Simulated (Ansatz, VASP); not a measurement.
**GeSbTe3: VASP beside Ansatz**

The input INCAR:

```
ALGO = Normal
EDIFF = 1E-7
EDIFFG = -0.01
ENCUT = 600
GGA = PE
IBRION = 2
ISIF = 3
ISMEAR = 0
LASPH = T
LCHARG = F
LREAL = F
LWAVE = F
NELM = 80
NSW = 100
PREC = Accurate
SIGMA = 0.1
```

File KPOINTS:

```
k-points
0
Gamma
  6 6 8
```

File POSCAR:

```
GeSbTe3
1.0
    6.4347293522      0.0000000000      0.0000000000
   -3.2173646761      5.5726390855      0.0000000000
    0.0000000000      0.0000000000      5.4038383285
Ge Sb Te
1 1 3
Direct
    0.0000000000      0.0000000000      0.5000000000
    0.0000000000      0.0000000000      0.0000000000
    0.5000000000      0.0000000000      0.0000000000
    0.0000000000      0.5000000000      0.0000000000
    0.5000000000      0.5000000000      0.0000000000
```

Input for Ansatz:

```yaml
crystal:
  lattice:
    - [6.4347293522, 0.0, 0.0]
    - [-3.2173646761, 5.5726390855, 0.0]
    - [0.0, 0.0, 5.4038383285]
  atoms:
    - { symbol: Ge, position: [0.0, 0.0, 0.5] }
    - { symbol: Sb, position: [0.0, 0.0, 0.0] }
    - { symbol: Te, position: [0.5, 0.0, 0.0] }
    - { symbol: Te, position: [0.0, 0.5, 0.0] }
    - { symbol: Te, position: [0.5, 0.5, 0.0] }
basis:
  ecutwfc: 420
kpoints:
  mp_grid: { grid: [6, 6, 8] }
hamiltonian:
  xc: pbe
scf:
  occupations: { method: gaussian, width: 0.1 }
output:
  forces: true
  stress: true
  eigenvalues: true
  write_density: true
  write_potential: true
  elf: true
  volumetric_format: npy
relax:
  adjacent_minimum: "off"
  f_tol: 0.01
  max_steps: 80
  cell: { stress_tol: 0.05 }
```

Alike in both runs: task relaxation of cell and atoms; functional PBE; k mesh 6 × 6 × 8; occupations gaussian, width 0.1 eV; no spin polarisation.

```csv
,VASP,Ansatz
version,VASP 6.6.1,Ansatz 0.2.0
potentials or method,"VASP PAW PBE potentials, release 64 (Ge_d, Sb, Te), cutoff 600 eV","scalar-relativistic, plane waves, PAW"
valence electrons in the cell,37,77
```

Ansatz gave:

| Item | Value |
| --- | --- |
| gap on the k mesh at the Fermi level, each at its own relaxed structure (eV) | none |
| relaxed volume (Å³/atom) | 39.60 |
| relaxed length of the cell vector where the two differ most in proportion (Å) | 6.425 |

**Question.** Estimate VASP's values.

**Answer.** gap on the k mesh at the Fermi level, each at its own relaxed structure (eV): none; relaxed volume (Å³/atom): 39.52; relaxed length of the cell vector where the two differ most in proportion (Å): 6.420.

A gap of «none» marks a metal or a gap that the smearing closes. VASP's potentials hold 37 valence electrons a cell and Ansatz's 77, so a difference there can come from the potentials and not from the codes.

Spin-orbit coupling is off throughout.
